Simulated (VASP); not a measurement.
Runs of VASP 6.6.1 on Zr4H. The structure is that of space group Pm-3m (No. 221), or close to it. The cells are those of the table. The cell was generated, and may not be a known phase.

```tsv
task	spin	cell	k mesh	cutoff (eV)	gap on the mesh (eV)	pressure (GPa)
single point	off	a = 4.066 Å, 5 atoms	4 × 4 × 4	520	none	59.0
single point	off	a = 4.549 Å, 5 atoms	8 × 8 × 8	520	none	(a)
relaxation of cell and atoms	off	relaxed from a = 4.066 Å, 5 atoms	4 × 4 × 4	600	none	-0.3
single point	off	a = 4.543 Å, 5 atoms	4 × 4 × 4	520	none	0.2
single point	collinear	a = 4.543 Å, 5 atoms	4 × 4 × 4	520	none	0.1
```

Alike in all rows: level PBE; potentials or basis VASP PAW PBE potentials, release 64 (Zr_sv, H); smearing gaussian 0.1 eV.

Q: Fill in the values left out.

A: (a) 0.0.

Caveats: some runs use coarse meshes.

A k mesh can miss the band edges, and the runs leave out spin-orbit coupling on Zr.

A gap of «none» marks levels without a gap at the run's occupations.
